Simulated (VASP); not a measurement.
Runs of VASP 6.6.1 on Cu. Symmetry: Fm-3m, No. 225, cubic system. Conventional cell: a = 3.583 Å, b = 3.583 Å, c = 3.583 Å, α = 90.00°, β = 90.00°, γ = 90.00°. Within 3.3 Å of Cu (site symmetry m-3m) lie 12 Cu at 2.53 Å. 

```tsv
smearing	gap on the mesh (eV)	pressure (GPa)
fermi-dirac 0.1 eV	none	6.6
fermi-dirac 0.05 eV	none	6.5
methfessel-paxton 0.05 eV	none	(a)
fermi-dirac 0.3 eV	none	7.1
```

Alike in all rows: task single point; level PBE; potentials or basis VASP PAW PBE potentials, release 64 (Cu); no spin polarisation; cell as given; k mesh 12 × 12 × 12; cutoff (eV) 600.

Estimate the missing entries.

(a) 6.4.

Caveats: the cell stands under pressure; so wide a smearing shifts energies and pressures (at least some runs).

A gap of «none» marks levels without a gap at the run's occupations.
